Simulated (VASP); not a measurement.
# Ta2C: single point with PBEsol

The system is Ta2C.

```
Ta C
1.0
     2.86315    0.00000    0.00000
    -1.43158    2.47956    0.00000
     0.00000    0.00000    4.92108
Ta C
2 1
Cartesian
  0.0000 1.6530 1.2444
  1.4316 0.8265 3.6767
  0.0000 0.0000 0.0000
```

This cell differs from its parent crystal: strain -0.0750 x Voigt [1, 1, 0, 0, 0, 0].

| Property | Result |
| --- | --- |
| Program | VASP 6.6.1 |
| Task | single point |
| Functional | PBEsol |
| Potentials or basis | VASP PAW PBE potentials, release 64 (Ta_pv, C) |
| Cutoff | 520 eV |
| k mesh | 18 × 18 × 10 |
| Occupations | gaussian, width 0.15 eV |
| Spin | no spin polarisation |

```yaml
Pressure: 63.2 GPa
Largest_force: 1.658 eV/Å
Band_gap_on_the_k_mesh: zero (bands 13 and 14 overlap by 0.68 eV)
```

Forces on the atoms (eV/Å):
```
Ta   0.000  0.000  1.658
Ta   0.000  0.000 -1.658
C    0.000  0.000  0.000
```

Stress tensor (GPa, compression positive):
```
75.63  0.00  0.00
 0.00 75.63  0.00
 0.00  0.00 38.28
```

Levels at points of the mesh, in eV from the Fermi level:
| k point | band 11 | band 12 | band 13 | band 14 | band 15 | band 16 |
| --- | --- | --- | --- | --- | --- | --- |
| (0.00, 0.00, 0.00) | -3.07 | -0.90 | 0.52 | 0.52 | 2.00 | 2.00 |
| (0.50, 0.00, 0.00) | -4.26 | -1.60 | 0.00 | 2.99 | 5.00 | 5.49 |
| (0.00, 0.00, 0.50) | -2.77 | -1.95 | -0.12 | -0.12 | 3.66 | 3.66 |
| (0.50, 0.00, 0.50) | -3.43 | -0.79 | -0.57 | 1.32 | 2.16 | 6.06 |

Wall time 4.7 min on 1 thread of AMD EPYC 7R43 64-Core Processor (Zen 3) (shared host), peak memory 0.28 GiB.

Caveat: the cell differs from its parent crystal (strain -0.0750 x Voigt [1, 1, 0, 0, 0, 0]); the stress differs along the axes, from 38 to 76 GPa; the PAW data sets were made with another functional, which shifts forces and pressure a little; spin-orbit coupling is left out, which moves the levels of the heavy elements.
